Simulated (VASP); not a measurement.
Here is a VASP 6.6.1 calculation.

Contents of INCAR:

```
PREC = Accurate ; ENCUT = 500
EDIFF = 1E-6 ; ISMEAR = 0
SIGMA = 0.01 ; LREAL = F
LASPH = T ; NELM = 120
ALGO = Normal ; ISIF = 2
LWAVE = F ; LCHARG = T
GGA = PE ; LELF = T
LVHAR = T ; NBANDS = 11
GGA_COMPAT = F
```

The input KPOINTS:

```
Automatic mesh
0
Gamma
  6 6 6
```

The input POSCAR:

```
Si
1.0
    0.0000000000      2.6199133745      2.6199133745
    2.6199133745      0.0000000000      2.6199133745
    2.6199133745      2.6199133745      0.0000000000
Si
2
Direct
    0.7500000000      0.7500000000      0.7500000000
    0.5000000000      0.5000000000      0.5000000000
```

Potentials or basis: VASP PAW PBE potentials, release 64 (Si).

Command:

```console
$ cat potpaw_PBE.64/Si/POTCAR > POTCAR
$ mpirun -np 1 vasp_std > vasp.out
```

Task: What does it give for the pressure?

Result: 15.1 GPa.

Task: Estimate the band gap on the k mesh.

Result: 0.47 eV, indirect (least direct gap 2.60 eV).

A k mesh can miss the band edges. Expect the measured gap to be larger: semilocal functionals such as PBE lack the derivative discontinuity.
